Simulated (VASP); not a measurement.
# Pb (Fm-3m) in VASP: a series of runs

The runs below take Pb through single point, relaxation of cell and atoms, with PBEsol+D4, PBE, revPBE.

All numbers are computed with VASP 6.6.1; they aren't measurements. Logs are shortened: lines on timing, memory, paths and dates and some standing lists are left out, and cuts for length are marked.

## (1) The cell of the first run

Symmetry: Fm-3m, No. 225, cubic system. The conventional cell has a = 4.886 Å, b = 4.886 Å, c = 4.886 Å, α = 90.00°, β = 90.00°, γ = 90.00°. Within 4.5 Å of Pb (site symmetry m-3m) lie 12 Pb at 3.45 Å.

## (2) Single point, PBEsol+D4

Input file INCAR:

```
SYSTEM = Pb
ALGO     = Normal         ! electronic algorithm
EDIFF    = 1E-6           ! SCF threshold, eV
ENCUT    = 520            ! plane-wave cutoff, eV
GGA      = PS             ! functional
ISIF     = 2              ! what is computed and relaxed
ISMEAR   = -1             ! smearing method
IVDW     = 13             ! dispersion correction
LASPH    = .TRUE.         ! aspherical terms in the spheres
LCHARG   = .FALSE.        ! write CHGCAR
LREAL    = .FALSE.        ! projectors in reciprocal space
LWAVE    = .FALSE.        ! write WAVECAR
NBANDS   = 13             ! bands
NELM     = 100            ! most SCF steps
PREC     = Accurate       ! precision mode
SIGMA    = 0.05           ! smearing width, eV
```

Input file KPOINTS:

```
k-points
0
G
  9 9 9
  0 0 0
```

Input file POSCAR:

```
Pb
1.0
    0.0000000000      2.4429788548      2.4429788548
    2.4429788548      0.0000000000      2.4429788548
    2.4429788548      2.4429788548      0.0000000000
Pb
1
Direct
    0.0000000000      0.0000000000      0.0000000000
```

Potentials or basis: VASP PAW PBE potentials, release 64 (Pb_d).

Launch:

```console
cat potpaw_PBE.64/Pb_d/POTCAR > POTCAR
mpirun -np 1 vasp_std > vasp.out
```

OUTCAR:

```text
SYSTEM = Pb
   EDIFF = 1E-6
   ENCUT = 520
   GGA = PS
   ISIF = 2
   ISMEAR = -1
   IVDW = 13
   LASPH = .TRUE.
   LREAL = .FALSE.
   NELM = 100
   PREC = Accurate

 ion  position               nearest neighbor table
   1  0.000  0.000  0.000-

  LATTYP: Found a face centered cubic cell.
 ALAT       =     4.8859577096

  Lattice vectors:

 A1 = (   0.0000000000,   2.4429788548,   2.4429788548)
 A2 = (   2.4429788548,   0.0000000000,   2.4429788548)
 A3 = (   2.4429788548,   2.4429788548,   0.0000000000)

Analysis of symmetry for initial positions (statically):
[... 5 lines left out ...]
 face centered cubic supercell.

 Subroutine GETGRP returns: Found 48 space group operations
 (whereof 48 operations were pure point group operations)
 out of a pool of 48 trial point group operations.

The static configuration has the point symmetry O_h .

Analysis of symmetry for dynamics (positions and initial velocities):
[... 5 lines left out ...]
 face centered cubic supercell.

 Subroutine GETGRP returns: Found 48 space group operations
 (whereof 48 operations were pure point group operations)
 out of a pool of 48 trial point group operations.

The dynamic configuration has the point symmetry O_h .

 Subroutine INISYM returns: Found 48 space group operations
 (whereof 48 operations are pure point group operations),
 and found     1 'primitive' translations

----------------------------------------------------------------------------------------

                                     Primitive cell

  volume of cell :      29.1601

  direct lattice vectors                    reciprocal lattice vectors
     0.000000000  2.442978855  2.442978855    -0.204668165  0.204668165  0.204668165
     2.442978855  0.000000000  2.442978855     0.204668165 -0.204668165  0.204668165
     2.442978855  2.442978855  0.000000000     0.204668165  0.204668165 -0.204668165

  length of vectors
     3.454893829  3.454893829  3.454893829     0.354495661  0.354495661  0.354495661

  position of ions in fractional coordinates (direct lattice)
     0.000000000  0.000000000  0.000000000

  ion indices of the primitive-cell ions
   primitive index   ion index
                 1           1

----------------------------------------------------------------------------------------

 KPOINTS: k-points

Automatic generation of k-mesh.
 Grid dimensions read from file:
 generate k-points for:    9    9    9
[... 68 lines left out ...]
   IBRION =     -1    ionic relax: 0-MD 1-quasi-New 2-CG
   NFREE  =      0    steps in history (QN), initial steepest desc. (CG)
   ISIF   =      2    stress and relaxation
   ISYM   =      2    0-nonsym 1-usesym 2-fastsym
   POTIM  = 0.5000    time-step for ionic-motion
   TEBEG  =    0.0;   TEEND  =   0.0 temperature during run
   PSTRESS=    0.0 pullay stress
   NELECT =      14.0000    total number of electrons
   NUPDOWN=      -1.0000    fix difference up-down
   EMIN   =  10.00;   EMAX   =-10.00  energy-range for DOS
   EFERMI =   0.00;   METHOD = LEGACY
   ISMEAR =    -1;   SIGMA  =   0.05  broadening in eV -4-tet -1-fermi 0-gaus
   EFERMI_NEDOS =   21; number of points for ismear=-14 and -15
   IALGO  =     38    algorithm
   IMIX   =      4    mixing-type and parameters
     AMIX     =   0.40;   BMIX     =  1.00
     AMIX_MAG =   1.60;   BMIX_MAG =  1.00
  volume/ion in A,a.u.               =      29.16       196.78
  Fermi-wavevector in a.u.,A,eV,Ry     =   1.281901  2.422442 22.358046  1.643270
  Thomas-Fermi vector in A             =   2.414244
   LORBIT       =      0    0 simple, 1 ext, 2 COOP (PROOUT), +10 PAW based schemes
   GGA     = PS    functional components
   LHFCALC =     F    Hartree Fock is set to
   AEXX    =    0.0000 exact exchange contribution
   IVDW    =    13    specifies the selected vdW correction
   LEPSILON=     F    determine dielectric tensor
   LRPA    =     F    only Hartree local field effects (RPA)
 non-spin polarized calculation
  energy-cutoff  :      520.00
  volume of cell :       29.16
 maximum number of plane-waves:       801
 NGX is ok and might be reduce to    28
   NGX = 13   NGY = 13   NGZ = 13

 number of electron      13.9999999 magnetization

 Free energy of the ion-electron system (eV)
  ---------------------------------------------------
  ext. energy  EPLUGINS =         0.00000000
  ---------------------------------------------------
  free energy    TOTEN  =        -4.01467582 eV

  energy without entropy =       -4.01157338  energy(sigma->0) =       -4.01312460

 E-fermi :   7.3718     XC(G=0): -10.5310

 val. band max:        7.1525161674   @ k =  -0.3333   0.3333   0.1111
 cond. band min:       7.3721615915   @ k =  -0.2222   0.3333   0.1111
 fundamental gap:      0.2196454240
 Fermi energy:         7.3717756981

 k-point     1 :       0.0000    0.0000    0.0000
  band No.  band energies     occupation
      1      -9.4743      2.00000
      2      -9.4743      2.00000
      3      -9.4743      2.00000
      4      -9.3141      2.00000
      5      -9.3141      2.00000
      6      -4.4961      2.00000
      7      15.2685      0.00000
      8      15.2685      0.00000
      9      15.2685      0.00000
     10      17.3307      0.00000
     11      19.3627      0.00000
     12      20.3186      0.00000
     13      20.3186      0.00000
[... 354 lines left out ...]
  band No.  band energies     occupation
      1      -9.6568      2.00000
      2      -9.5556      2.00000
      3      -9.1789      2.00000
      4      -9.1359      2.00000
      5      -9.1359      2.00000
      6       0.3765      2.00000
      7       4.7266      2.00000
      8       9.7304      0.00000
      9       9.7304      0.00000
     10      13.1246      0.00000
     11      14.3634      0.00000
     12      26.0498      0.00000
     13      27.9613      0.00000

 [... further k-points ...]

------------------------ aborting loop because EDIFF is reached ----------------------------------------

  DFT-D4 for vdW energy calculation

  Edisp (eV):   -0.26298

  FORCE on cell =-STRESS in cart. coord.  units (eV):
  Direction    XX          YY          ZZ          XY          YZ          ZX
  --------------------------------------------------------------------------------------
  -------------------------------------------------------------------------------------
  Total      -0.02333    -0.02333    -0.02333     0.00000     0.00000     0.00000
  in kB      -1.28212    -1.28212    -1.28212     0.00000     0.00000     0.00000
  external pressure =       -1.28 kB  Pullay stress =        0.00 kB

 VOLUME and BASIS-vectors are now :
 -----------------------------------------------------------------------------
  energy-cutoff  :      520.00
  volume of cell :       29.16
      direct lattice vectors                 reciprocal lattice vectors
     0.000000000  2.442978855  2.442978855    -0.204668165  0.204668165  0.204668165
     2.442978855  0.000000000  2.442978855     0.204668165 -0.204668165  0.204668165
     2.442978855  2.442978855  0.000000000     0.204668165  0.204668165 -0.204668165

 POSITION                                       TOTAL-FORCE (eV/Angst)
 -----------------------------------------------------------------------------------
      0.00000      0.00000      0.00000         0.000000      0.000000      0.000000
 -----------------------------------------------------------------------------------
    total drift:                               -0.000000     -0.000000     -0.000000

  FREE ENERGIE OF THE ION-ELECTRON SYSTEM (eV)
  ---------------------------------------------------
  free  energy   TOTEN  =        -4.2776577789 eV

  energy  without entropy=       -4.2745553339  energy(sigma->0) =       -4.27610656
```

Run time: 7.3 s. Hardware: 1 thread of Intel Xeon 6975P-C, shared host; peak memory 0.16 GiB.

What came out:

* Free energy: -4.2777 eV
* Pressure: -0.1 GPa
* Band gap on the k mesh: zero (band 7 reaches 15.27 eV, above the bottom of band 8 at 5.91 eV)
* Dispersion energy per atom: -0.263 eV

Caveat: the PAW data sets were made with another functional, which shifts forces and pressure a little; spin-orbit coupling is left out, which moves the levels of the heavy elements; pairwise dispersion overbinds metals, which lowers pressure and volume.

## (3) Single point, PBE

This run uses another cell than the first one, of 31.88 Å³/atom, 1.093 times its volume.

Input file INCAR:

```
SYSTEM = Pb
PREC = Accurate ; ENCUT = 520
EDIFF = 1E-7 ; ISMEAR = -1
SIGMA = 0.05 ; LREAL = .FALSE.
LASPH = .TRUE. ; NELM = 60
ALGO = Normal ; ISIF = 2
LWAVE = .FALSE. ; LCHARG = .FALSE.
GGA = PE ; NBANDS = 13
```

Input file KPOINTS:

```
Automatic mesh
0
G
  9 9 9
  0 0 0
```

Input file POSCAR:

```
Pb
1.0
    0.0000000000      2.5167944245      2.5167944245
    2.5167944245      0.0000000000      2.5167944245
    2.5167944245      2.5167944245      0.0000000000
Pb
1
Direct
    0.0000000000      0.0000000000      0.0000000000
```

Potentials or basis: VASP PAW PBE potentials, release 64 (Pb_d).

Launch:

```console
cat potpaw_PBE.64/Pb_d/POTCAR > POTCAR
mpirun -np 1 vasp_std > vasp.out
```

It took 7.6 s on 1 thread of Intel Xeon 6975P-C, shared host; peak memory 0.16 GiB.

The run converged. Its results:

| Property | Result |
| --- | --- |
| Free energy | -3.5809 eV |
| Pressure | -0.1 GPa |
| Band gap on the k mesh | zero (band 7 reaches 13.76 eV, above the bottom of band 8 at 5.29 eV) |

Levels at points of the mesh, in eV from the Fermi level:
| k point | band 5 | band 6 | band 7 | band 8 | band 9 | band 10 |
| --- | --- | --- | --- | --- | --- | --- |
| (0.00, 0.00, 0.00) | -16.80 | -11.30 | 7.15 | 7.15 | 7.15 | 9.85 |

Caveat: spin-orbit coupling is left out, which moves the levels of the heavy elements.

## (4) Single point, revPBE

This run uses another cell than the first one, of 32.76 Å³/atom, 1.123 times its volume.

Input file INCAR:

```
SYSTEM = Pb
  PREC = Accurate
  ENCUT = 520
  EDIFF = 1E-6
  ISMEAR = -1
  SIGMA = 0.05
  LREAL = .False.
  LASPH = .True.
  NELM = 60
  ALGO = Normal
  ISIF = 2
  LWAVE = .False.
  LCHARG = .False.
  GGA = RE
  NBANDS = 13
```

Input file KPOINTS:

```
Automatic mesh
0
Gamma
  9 9 9
  0 0 0
```

Input file POSCAR:

```
Pb
1.0
    0.0000000000      2.5395335923      2.5395335923
    2.5395335923      0.0000000000      2.5395335923
    2.5395335923      2.5395335923      0.0000000000
Pb
1
Direct
    0.0000000000      0.0000000000      0.0000000000
```

Launch:

```console
cat potpaw_PBE.64/Pb_d/POTCAR > POTCAR
mpirun -np 1 vasp_std > vasp.out
```

Wall time 7.3 s (1 thread of Intel Xeon 6975P-C, shared host); peak memory 0.16 GiB.

Results (log left out):

| Item | Value |
| --- | --- |
| Free energy | -3.2610 eV |
| Pressure | 0.0 GPa |
| Band gap on the k mesh | zero (band 7 reaches 13.38 eV, above the bottom of band 8 at 5.16 eV) |

Levels at points of the mesh, in eV from the Fermi level:
```
           k point  band 4  band 5  band 6  band 7  band 8  band 9  band 10  band 11
(0.00, 0.00, 0.00)  -16.85  -16.85  -11.13    6.96    6.96    6.96     9.79    10.46
```

Caveat: the PAW data sets were made with another functional, which shifts forces and pressure a little; spin-orbit coupling is left out, which moves the levels of the heavy elements.

## (5) Relaxation of cell and atoms, PBE

This run uses another cell than the first one, of 30.32 Å³/atom, 1.040 times its volume.

Input file INCAR:

```
SYSTEM = Pb
PREC     = Accurate       ! precision mode
ENCUT    = 600            ! plane-wave cutoff, eV
EDIFF    = 1E-7           ! SCF threshold, eV
ISMEAR   = -1             ! smearing method
SIGMA    = 0.05           ! smearing width, eV
LREAL    = .False.        ! projectors in reciprocal space
LASPH    = .True.         ! aspherical terms in the spheres
NELM     = 100            ! most SCF steps
ALGO     = Normal         ! electronic algorithm
ISIF     = 3              ! what is computed and relaxed
LWAVE    = .False.        ! write WAVECAR
LCHARG   = .False.        ! write CHGCAR
GGA      = PE             ! functional
IBRION   = 2              ! ionic algorithm
NSW      = 80             ! ionic steps
EDIFFG   = -0.02          ! ionic threshold
```

KPOINTS is that of step 4.

Input file POSCAR:

```
Pb
1.0
    0.0000000000      2.4750200000      2.4750200000
    2.4750200000      0.0000000000      2.4750200000
    2.4750200000      2.4750200000      0.0000000000
Pb
1
Direct
    0.0000000000      0.0000000000      0.0000000000
```

Launch:

```console
cat potpaw_PBE.64/Pb_d/POTCAR > POTCAR
mpirun -np 1 vasp_std > vasp.out
```

Run time: 19 s. Hardware: 1 thread of Intel Xeon 6975P-C, shared host; peak memory 0.17 GiB.

It converged, with:

```
Free energy                            : -3.5806 eV
Relaxed volume                         : 31.85 Å³/atom
Relaxed cell                           : a = 3.558 Å, b = 3.558 Å, c = 3.558 Å, α = 60.00°, β = 60.00°, γ = 60.00°
Space group after relaxing (to 0.05 Å) : Fm-3m (No. 225)
Energy gained by relaxing              : 10.3 meV/atom
Ionic steps                            : 3
Pressure after relaxing                : 0.0 GPa
Band gap on the k mesh                 : zero (band 7 reaches 13.78 eV, above the bottom of band 8 at 5.30 eV)
```

The path:
| step | energy change (eV) | largest force (eV/Å) | pressure (GPa) | volume (Å³) |
| --- | --- | --- | --- | --- |
| 1 | 0.0000 | 0.0000 | 2.26 | 30.32 |
| 2 | -0.0097 | 0.0000 | -0.46 | 32.24 |
| 3 | -0.0103 | 0.0000 | 0.01 | 31.85 |

Final structure:
```yaml
crystal:
  lattice:
    - [0.00000, 2.51599, 2.51599]
    - [2.51599, 0.00000, 2.51599]
    - [2.51599, 2.51599, 0.00000]
  atoms:
    - { symbol: Pb, position: [0.00000, 0.00000, 0.00000] }
```

Levels at points of the mesh, in eV from the Fermi level:
| k point | band 5 | band 6 | band 7 | band 8 | band 9 | band 10 |
| --- | --- | --- | --- | --- | --- | --- |
| (0.00, 0.00, 0.00) | -16.80 | -11.30 | 7.16 | 7.16 | 7.16 | 9.86 |

Caveat: spin-orbit coupling is left out, which moves the levels of the heavy elements.

## (6) Summary

```tsv
task	level	cell	cutoff (eV)	gap on the mesh (eV)	pressure (GPa)
single point	PBEsol+D4	a = 3.455 Å, angles 60.0°, 1 atom	520	none	-0.1
single point	PBE	a = 3.559 Å, angles 60.0°, 1 atom	520	none	-0.1
single point	revPBE	a = 3.591 Å, angles 60.0°, 1 atom	520	none	0.0
relaxation of cell and atoms	PBE	relaxed from a = 3.500 Å, angles 60.0°, 1 atom	600	none	0.0
```

Alike in all rows: potentials or basis VASP PAW PBE potentials, release 64 (Pb_d); no spin polarisation; k mesh 9 × 9 × 9; smearing fermi-dirac 0.05 eV.

Caveats: spin-orbit coupling is left out, which moves the levels of the heavy elements; the PAW data sets were made with another functional, which shifts forces and pressure a little (some runs); pairwise dispersion overbinds metals, which lowers pressure and volume (some runs).

Absolute energies hang on the potentials; compare differences alone.

## (7) Against experiment

Step 5. The cell as given is a measured one (30.32 Å³/atom); PBE puts the equilibrium volume +5.0 % from it, thermal expansion not counted.
